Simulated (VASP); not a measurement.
Wanted: the native input for a VASP 6.6.1 run.

- Task: single point
- Functional: r2SCAN
- Potentials or basis: VASP PAW PBE potentials, release 64 (Ta_pv, O)
- Cutoff: 520 eV
- k mesh: 12 × 12 × 6
- Occupations: gaussian, width 0.1 eV
- Spin: no spin polarisation
- Dipole correction: no
- Further INCAR settings: ALGO = Normal; EDIFF = 1e-07; NBANDS = 33

The system is Ta4O.

```
Ta O
1.0
     3.24255    0.00000    0.00000
     0.00000    3.24255    0.00000
     0.00000    0.00000    7.33209
Ta O
4 1
Cartesian
  0.0000 0.0000 3.6660
  1.6213 1.6213 5.7368
  1.6213 1.6213 1.5953
  0.0000 0.0000 0.0000
  1.6213 1.6213 3.6660
```

These files were run (other wordings do the same):

POSCAR

```
Ta4O
1.0
    3.2425477076      0.0000000000      0.0000000000
    0.0000000000      3.2425477076      0.0000000000
    0.0000000000      0.0000000000      7.3320862788
Ta O
4 1
Direct
    0.0000000000      0.0000000000      0.5000000000
    0.5000000000      0.5000000000      0.7824172453
    0.5000000000      0.5000000000      0.2175827547
    0.0000000000      0.0000000000      0.0000000000
    0.5000000000      0.5000000000      0.5000000000
```

INCAR.step1

```
PREC = Accurate ; ENCUT = 520
ISMEAR = 0 ; SIGMA = 0.1
LREAL = F ; LASPH = T
NELM = 80 ; NBANDS = 33
GGA = PE ; ALGO = Normal
EDIFF = 1E-4 ; LWAVE = T
LCHARG = F
```

INCAR.step2

```
PREC = Accurate ; ENCUT = 520
EDIFF = 1E-7 ; ISMEAR = 0
SIGMA = 0.1 ; LREAL = F
LASPH = T ; NELM = 80
ALGO = Normal ; ISIF = 2
LWAVE = F ; LCHARG = F
METAGGA = R2SCAN ; LMIXTAU = T
NBANDS = 33 ; ISTART = 1
```

KPOINTS

```
regular mesh
0
Gamma
  12 12 6
```

Potentials or basis: VASP PAW PBE potentials, release 64 (Ta_pv, O).

Launch:

```bash
$ cat potpaw_PBE.64/Ta_pv/POTCAR potpaw_PBE.64/O/POTCAR > POTCAR
$ cp INCAR.step1 INCAR
$ mpirun -np 1 vasp_std > vasp.out
$ cp INCAR.step2 INCAR
$ mpirun -np 1 vasp_std > vasp.out
```

It gave:

```json
{"Pressure": "0.9 GPa", "Largest force": "0.035 eV/Å", "Band gap on the k mesh": "zero (band 25 reaches 7.08 eV, above the bottom of band 26 at 5.94 eV)"}
```

Caveat: the PAW data sets were made with another functional, which shifts forces and pressure a little; spin-orbit coupling is left out, which moves the levels of the heavy elements.

Wall time 12 min on 1 thread of Intel(R) Xeon(R) Platinum 8488C (Sapphire Rapids) (shared host), peak memory 0.34 GiB.
